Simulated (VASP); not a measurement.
# LiF in VASP: further runs

LiF is run at these levels: PBEsol; tasks: single point.

All numbers are computed with VASP 6.6.1; they aren't measurements. Logs are shortened: lines on timing, memory, paths and dates and some standing lists are left out, and cuts for length are marked.

## Step 1: The cell of the first run

The structure is tetragonal, space group I4/mmm (No. 139). Conventional cell: a = 2.848 Å, b = 2.848 Å, c = 3.996 Å, α = 90.00°, β = 90.00°, γ = 90.00°. Li (site symmetry 4/mmm) has 6 F at 2.00 to 2.01 Å within 2.6 Å. Within 2.6 Å of F (site symmetry 4/mmm) lie 6 Li at 2.00 to 2.01 Å.

## Step 2: Single point, PBEsol (in-plane strain +0.005)

INCAR

```
SYSTEM = LiF
  PREC = Accurate
  ENCUT = 750
  EDIFF = 1E-6
  ISMEAR = 0
  SIGMA = 0.01
  LREAL = .False.
  LASPH = .True.
  NELM = 120
  ALGO = Normal
  ISIF = 2
  LWAVE = .False.
  LCHARG = .False.
  GGA = PS
  NBANDS = 12
  GGA_COMPAT = .False.
```

KPOINTS

```
regular mesh
0
Gamma
  10 10 10
  0 0 0
```

POSCAR

```
LiF
1.0
    2.0139810989      2.0139810989      0.0000000000
   -2.0139810989      2.0139810989      0.0000000000
    0.0000000000      2.0139810989      1.9979494086
Li F
1 1
Direct
    0.0000000000      0.0000000000      0.0000000000
    0.5000000000      0.5000000000      0.0000000000
```

Potentials or basis: VASP PAW PBE potentials, release 64 (Li_sv, F).

The run is started by

```sh
cat potpaw_PBE.64/Li_sv/POTCAR potpaw_PBE.64/F/POTCAR > POTCAR
mpirun -np 1 vasp_std > vasp.out
```

OUTCAR:

```text
SYSTEM = LiF
   PREC = Accurate
   ENCUT = 750
   EDIFF = 1E-6
   ISMEAR = 0
   LREAL = .False.
   LASPH = .True.
   NELM = 120
   ISIF = 2
   GGA = PS

 ion  position               nearest neighbor table
   1  0.000  0.000  0.000-   2 2.00   2 2.00   2 2.01   2 2.01   2 2.01   2 2.01
   2  0.500  0.500  0.000-   1 2.00   1 2.00   1 2.01   1 2.01   1 2.01   1 2.01

  LATTYP: Found a body centered tetragonal cell.
 ALAT       =     2.8481993844
 C/A-ratio  =     1.4029561410

  Lattice vectors:

 A1 = (   2.0139810989,   0.0000000000,  -1.9979494086)
 A2 = (  -2.0139810989,   0.0000000000,  -1.9979494086)
 A3 = (   0.0000000000,   2.0139810989,   1.9979494086)

Analysis of symmetry for initial positions (statically):
=====================================================================
 Subroutine PRICEL returns:
 Original cell was already a primitive cell.

 Routine SETGRP: Setting up the symmetry group for a
 body centered tetragonal supercell.

 Subroutine GETGRP returns: Found 16 space group operations
 (whereof 16 operations were pure point group operations)
 out of a pool of 16 trial point group operations.

The static configuration has the point symmetry D_4h.

Analysis of symmetry for dynamics (positions and initial velocities):
=====================================================================
 Subroutine PRICEL returns:
 Original cell was already a primitive cell.

 Routine SETGRP: Setting up the symmetry group for a
 body centered tetragonal supercell.

 Subroutine GETGRP returns: Found 16 space group operations
 (whereof 16 operations were pure point group operations)
 out of a pool of 16 trial point group operations.

The dynamic configuration has the point symmetry D_4h.

 Subroutine INISYM returns: Found 16 space group operations
 (whereof 16 operations are pure point group operations),
 and found     1 'primitive' translations

----------------------------------------------------------------------------------------

                                     Primitive cell

  volume of cell :      16.2078

  direct lattice vectors                    reciprocal lattice vectors
     2.013981099  2.013981099  0.000000000     0.248264495  0.248264495 -0.250256587
    -2.013981099  2.013981099  0.000000000    -0.248264495  0.248264495 -0.250256587
     0.000000000  2.013981099  1.997949409     0.000000000  0.000000000  0.500513174

  length of vectors
     2.848199384  2.848199384  2.836885917     0.431159922  0.431159922  0.500513174

  position of ions in fractional coordinates (direct lattice)
     0.000000000  0.000000000  0.000000000
     0.500000000  0.500000000  0.000000000

  ion indices of the primitive-cell ions
   primitive index   ion index
                 1           1
                 2           2

----------------------------------------------------------------------------------------

 KPOINTS: regular mesh

Automatic generation of k-mesh.
 Grid dimensions read from file:
 generate k-points for:   10   10   10

 Generating k-lattice:

  Cartesian coordinates                     Fractional coordinates (reciprocal lattice)
     0.024826449  0.024826449 -0.025025659     0.100000000  0.000000000  0.000000000
    -0.024826449  0.024826449 -0.025025659     0.000000000  0.100000000  0.000000000
     0.000000000  0.000000000  0.050051317     0.000000000  0.000000000  0.100000000

  Length of vectors
     0.043115992  0.043115992  0.050051317

  Shift w.r.t. Gamma in fractional coordinates (k-lattice)
     0.000000000  0.000000000  0.000000000

 Subroutine IBZKPT returns following result:
 ===========================================

 Found    102 irreducible k-points:

 Following reciprocal coordinates:
            Coordinates               Weight
  0.000000  0.000000  0.000000      1.000000
  0.100000  0.000000  0.000000      8.000000
  0.200000  0.000000  0.000000      8.000000
  0.300000  0.000000  0.000000      8.000000
  0.400000  0.000000  0.000000      8.000000
  0.500000  0.000000  0.000000      4.000000
[... 16 lines left out ...]
  0.300000  0.300000  0.000000      8.000000
  0.400000  0.300000  0.000000     16.000000
 [... further k-points ...]
   k-points           NKPTS =    102   k-points in BZ     NKDIM =    102   number of bands    NBANDS=     12
   number of dos      NEDOS =    301   number of ions     NIONS =      2
   total plane-waves  NPLWV =  21952
   dimension x,y,z NGX =    28 NGY =   28 NGZ =   28
   dimension x,y,z NGXF=    56 NGYF=   56 NGZF=   56
   ions per type =               1   1
   NGX,Y,Z   is equivalent  to a cutoff of  16.34, 16.34, 16.41 a.u.
   NGXF,Y,Z  is equivalent  to a cutoff of  32.69, 32.69, 32.82 a.u.
 SYSTEM =  LiF
   PREC   = accura    normal or accurate (medium, high low for compatibility)
   ISTART =      0    job   : 0-new  1-cont  2-samecut
   ICHARG =      2    charge: 1-file 2-atom 10-const
   ISPIN  =      1    spin polarized calculation?
   LNONCOLLINEAR =      F non collinear calculations
   LSORBIT =      F    spin-orbit coupling
   LASPH  =      T    aspherical Exc in radial PAW
   ENCUT  =  750.0 eV  55.12 Ry    7.42 a.u.   6.36  6.36  6.33*2*pi/ulx,y,z
   NELM   =    120;   NELMIN=  2; NELMDL= -5     # of ELM steps
   EDIFF  = 0.1E-05   stopping-criterion for ELM
   LREAL  =      F    real-space projection
   EDIFFG = 0.1E-04   stopping-criterion for IOM
   NSW    =      0    number of steps for IOM
   IBRION =     -1    ionic relax: 0-MD 1-quasi-New 2-CG
   NFREE  =      0    steps in history (QN), initial steepest desc. (CG)
   ISIF   =      2    stress and relaxation
   ISYM   =      2    0-nonsym 1-usesym 2-fastsym
   POTIM  = 0.5000    time-step for ionic-motion
   TEBEG  =    0.0;   TEEND  =   0.0 temperature during run
   PSTRESS=    0.0 pullay stress
   NELECT =      10.0000    total number of electrons
   NUPDOWN=      -1.0000    fix difference up-down
   EMIN   =  10.00;   EMAX   =-10.00  energy-range for DOS
   EFERMI =   0.00;   METHOD = LEGACY
   ISMEAR =     0;   SIGMA  =   0.01  broadening in eV -4-tet -1-fermi 0-gaus
   EFERMI_NEDOS =   21; number of points for ismear=-14 and -15
   IALGO  =     38    algorithm
   IMIX   =      4    mixing-type and parameters
     AMIX     =   0.40;   BMIX     =  1.00
     AMIX_MAG =   1.60;   BMIX_MAG =  1.00
  volume/ion in A,a.u.               =       8.10        54.69
  Fermi-wavevector in a.u.,A,eV,Ry     =   1.393691  2.633694 26.427600  1.942374
  Thomas-Fermi vector in A             =   2.517312
   LORBIT       =      0    0 simple, 1 ext, 2 COOP (PROOUT), +10 PAW based schemes
   GGA     = PS    functional components
   LHFCALC =     F    Hartree Fock is set to
   AEXX    =    0.0000 exact exchange contribution
   IVDW    =     0    specifies the selected vdW correction
   LEPSILON=     F    determine dielectric tensor
   LRPA    =     F    only Hartree local field effects (RPA)
 non-spin polarized calculation
 Gauss-broadening in eV      SIGMA  =   0.01
  energy-cutoff  :      750.00
  volume of cell :       16.21
 maximum number of plane-waves:       765
 NGX is ok and might be reduce to    28
   NGX = 13   NGY = 13   NGZ = 13

 number of electron      10.0000003 magnetization

 Free energy of the ion-electron system (eV)
  ---------------------------------------------------
  ext. energy  EPLUGINS =         0.00000000
  ---------------------------------------------------
  free energy    TOTEN  =        -9.85732882 eV

  energy without entropy =       -9.85732882  energy(sigma->0) =       -9.85732882

 E-fermi :  -0.9797     XC(G=0): -10.2429

 val. band max:       -1.0632159989   @ k =   0.0000   0.0000   0.0000
 cond. band min:       7.9081426889   @ k =   0.0000   0.0000   0.0000
 fundamental gap:      8.9713586877
 Fermi energy:        -0.9796884537

 k-point     1 :       0.0000    0.0000    0.0000
  band No.  band energies     occupation
      1     -41.2438      2.00000
      2     -20.9537      2.00000
      3      -1.0827      2.00000
      4      -1.0632      2.00000
      5      -1.0632      2.00000
      6       7.9081      0.00000
      7      22.8068      0.00000
      8      22.8068      0.00000
      9      22.9926      0.00000
     10      23.1042      0.00000
     11      23.1042      0.00000
     12      23.1728      0.00000

 k-point     2 :       0.1000    0.0000    0.0000
  band No.  band energies     occupation
      1     -41.2375      2.00000
      2     -20.9139      2.00000
      3      -1.3667      2.00000
      4      -1.0981      2.00000
      5      -1.0884      2.00000
      6       8.2026      0.00000
      7      20.0858      0.00000
      8      21.5140      0.00000
      9      21.6427      0.00000
     10      24.1817      0.00000
     11      24.1979      0.00000
     12      24.2707      0.00000

 k-point     3 :       0.2000    0.0000    0.0000
  band No.  band energies     occupation
      1     -41.2210      2.00000
      2     -20.8069      2.00000
      3      -2.0757      2.00000
      4      -1.1555      2.00000
      5      -1.1530      2.00000
      6       8.8524      0.00000
      7      17.6013      0.00000
      8      20.0084      0.00000
      9      20.1541      0.00000
     10      25.2087      0.00000
     11      25.5385      0.00000
     12      25.5728      0.00000
[... 286 lines left out ...]
 k-point    23 :       0.3000    0.3000    0.0000
  band No.  band energies     occupation
      1     -41.1686      2.00000
      2     -20.3750      2.00000
      3      -3.0146      2.00000
      4      -2.9501      2.00000
      5      -1.5060      2.00000
      6      11.7843      0.00000
      7      14.0022      0.00000
      8      18.0264      0.00000
      9      18.2389      0.00000
     10      25.7845      0.00000
     11      29.5983      0.00000
     12      29.9130      0.00000

 k-point    24 :       0.4000    0.3000    0.0000
  band No.  band energies     occupation
      1     -41.1641      2.00000
      2     -20.3149      2.00000
      3      -3.4646      2.00000
      4      -2.7083      2.00000
      5      -1.7005      2.00000
      6      12.4198      0.00000
      7      13.9889      0.00000
      8      17.6170      0.00000
      9      18.3911      0.00000
     10      23.5479      0.00000
     11      31.5543      0.00000
     12      32.2081      0.00000

 [... further k-points ...]
[... 5 lines left out ...]
  --------------------------------------------------------------------------------------
  -------------------------------------------------------------------------------------
  Total       -0.1121243     -0.1121243     -0.0460453      0.0000000      0.0000000      0.0000000
  in kB      -11.0837090    -11.0837090     -4.5516656      0.0000000      0.0000000      0.0000000
  external PRESSURE =      -8.9063612 kB  Pullay stress =       0.0000000 kB

 VOLUME and BASIS-vectors are now :
 -----------------------------------------------------------------------------
  energy-cutoff  :      750.00
  volume of cell :       16.21
      direct lattice vectors                 reciprocal lattice vectors
     2.013981099  2.013981099  0.000000000     0.248264495  0.248264495 -0.250256587
    -2.013981099  2.013981099  0.000000000    -0.248264495  0.248264495 -0.250256587
     0.000000000  2.013981099  1.997949409     0.000000000  0.000000000  0.500513174

 POSITION                                       TOTAL-FORCE (eV/Angst)
 -----------------------------------------------------------------------------------
      0.00000      0.00000      0.00000        -0.000000     -0.000000      0.000000
      0.00000      2.01398      0.00000         0.000000      0.000000      0.000000
 -----------------------------------------------------------------------------------
    total drift:                               -0.000000      0.000000     -0.000000

  FREE ENERGIE OF THE ION-ELECTRON SYSTEM (eV)
  ---------------------------------------------------
  free  energy   TOTEN  =        -9.8573288158 eV

  energy  without entropy=       -9.8573288158  energy(sigma->0) =       -9.85732882
```

Wall time 53 s (1 thread of Intel Xeon 8259CL, shared host); peak memory 0.16 GiB.

What came out:

* Free energy: -9.8573 eV
* Pressure: -0.9 GPa
* Band gap on the k mesh: 8.97 eV

Levels at points of the mesh, in eV from the valence-band top:
| k point | band 1 | band 2 | band 3 | band 4 | band 5 | band 6 | band 7 | band 8 | band 9 | band 10 |
| --- | --- | --- | --- | --- | --- | --- | --- | --- | --- | --- |
| (0.00, 0.00, 0.00) | -40.18 | -19.89 | -0.02 | 0.00 | 0.00 | 8.97 | 23.87 | 23.87 | 24.06 | 24.17 |
| (0.50, 0.00, 0.00) | -40.11 | -19.44 | -2.59 | -0.25 | -0.23 | 10.61 | 16.63 | 18.74 | 18.88 | 30.30 |
| (0.50, 0.50, 0.00) | -40.10 | -19.17 | -3.10 | -1.05 | -1.00 | 14.65 | 16.27 | 17.40 | 20.15 | 20.27 |
| (0.00, 0.00, 0.50) | -40.10 | -19.16 | -3.10 | -1.05 | -1.05 | 14.80 | 16.16 | 17.42 | 20.10 | 20.10 |

Caveat: the cell differs from its parent crystal (in-plane strain +0.005); the PAW data sets were made with another functional, which shifts forces and pressure a little.

## Step 3: Single point, PBEsol

This run uses another cell than the first one, of 8.05 Å³/atom.

INCAR

```
SYSTEM = LiF
PREC     = Accurate       ! precision mode
ENCUT    = 750            ! plane-wave cutoff, eV
EDIFF    = 1E-6           ! SCF threshold, eV
ISMEAR   = -1             ! smearing method
SIGMA    = 0.1            ! smearing width, eV
LREAL    = .False.        ! projectors in reciprocal space
LASPH    = .True.         ! aspherical terms in the spheres
NELM     = 120            ! most SCF steps
ALGO     = Normal         ! electronic algorithm
ISIF     = 2              ! what is computed and relaxed
LWAVE    = .False.        ! write WAVECAR
LCHARG   = .False.        ! write CHGCAR
GGA      = PS             ! functional
NBANDS   = 12             ! bands
GGA_COMPAT= .False.
```

KPOINTS

```
regular mesh
0
Gamma
  14 14 14
  0 0 0
```

POSCAR

```
LiF
1.0
    2.0039612925      2.0039612925      0.0000000000
   -2.0039612925      2.0039612925      0.0000000000
    0.0000000000      2.0039612925      2.0039612925
Li F
1 1
Direct
    0.0000000000      0.0000000000      0.0000000000
    0.5000000000      0.5000000000      0.0000000000
```

Potentials or basis: VASP PAW PBE potentials, release 64 (Li_sv, F).

The run is started by

```sh
cat potpaw_PBE.64/Li_sv/POTCAR potpaw_PBE.64/F/POTCAR > POTCAR
mpirun -np 1 vasp_std > vasp.out
```

Wall time 57 s (1 thread of Intel Xeon 8259CL, shared host); peak memory 0.17 GiB.

Results (log left out):

```yaml
Free_energy: -9.8576 eV
Pressure: -0.5 GPa
Band_gap_on_the_k_mesh: 9.04 eV
```

Levels at points of the mesh, in eV from the valence-band top:
```csv
k point,band 1,band 2,band 3,band 4,band 5,band 6,band 7,band 8,band 9,band 10
"(0.00, 0.00, 0.00)",-40.16,-19.90,0.00,0.00,0.00,9.04,24.03,24.03,24.03,24.26
"(0.50, 0.00, 0.00)",-40.09,-19.45,-2.61,-0.24,-0.24,10.65,16.72,18.87,18.87,30.44
"(0.50, 0.50, 0.00)",-40.08,-19.17,-3.13,-1.04,-1.04,14.77,16.27,17.49,20.26,20.26
```

Caveat: the PAW data sets were made with another functional, which shifts forces and pressure a little.

## Step 4: Single point, PBEsol (in-plane strain +0.01, then relaxed in part)

INCAR

```
SYSTEM = LiF
PREC = Accurate ; ENCUT = 750
EDIFF = 1E-6 ; ISMEAR = 0
SIGMA = 0.01 ; LREAL = .FALSE.
LASPH = .TRUE. ; NELM = 120
ALGO = Normal ; ISIF = 2
LWAVE = .FALSE. ; LCHARG = .FALSE.
GGA = PS ; NBANDS = 12
GGA_COMPAT = .FALSE.
```

KPOINTS

```
regular mesh
0
G
  10 10 10
  0 0 0
```

POSCAR

```
LiF
1.0
    2.0240009054      2.0240009054      0.0000000000
   -2.0240009054      2.0240009054      0.0000000000
    0.0000000000      2.0240009054      1.9898495784
Li F
1 1
Direct
    0.0000000000      0.0000000000      0.0000000000
    0.5000000000      0.5000000000      0.0000000000
```

The run is started by

```sh
cat potpaw_PBE.64/Li_sv/POTCAR potpaw_PBE.64/F/POTCAR > POTCAR
mpirun -np 1 vasp_std > vasp.out
```

It took 48 s on 1 thread of Intel Xeon 8259CL, shared host; peak memory 0.17 GiB.

The run converged. Its results:

```yaml
Free_energy: -9.8564 eV
Pressure: -1.3 GPa
Band_gap_on_the_k_mesh: 8.91 eV
```

Stress tensor (GPa, compression positive):
```
-1.72  0.00  0.00
 0.00 -1.72  0.00
 0.00  0.00 -0.36
```

Levels at points of the mesh, in eV from the valence-band top:
| k point | band 2 | band 3 | band 4 | band 5 | band 6 | band 7 | band 8 | band 9 |
| --- | --- | --- | --- | --- | --- | --- | --- | --- |
| (0.00, 0.00, 0.00) | -19.88 | -0.04 | 0.00 | 0.00 | 8.91 | 23.72 | 23.72 | 24.08 |
| (0.50, 0.00, 0.00) | -19.44 | -2.58 | -0.26 | -0.23 | 10.58 | 16.55 | 18.60 | 18.91 |
| (0.50, 0.50, 0.00) | -19.17 | -3.09 | -1.07 | -0.96 | 14.54 | 16.28 | 17.32 | 20.05 |
| (0.00, 0.00, 0.50) | -19.15 | -3.07 | -1.06 | -1.06 | 14.85 | 16.04 | 17.35 | 19.94 |

Caveat: the cell differs from its parent crystal (in-plane strain +0.01, then relaxed in part); the PAW data sets were made with another functional, which shifts forces and pressure a little. A k mesh can miss the band edges.

(Continued in part 2 of 2.)
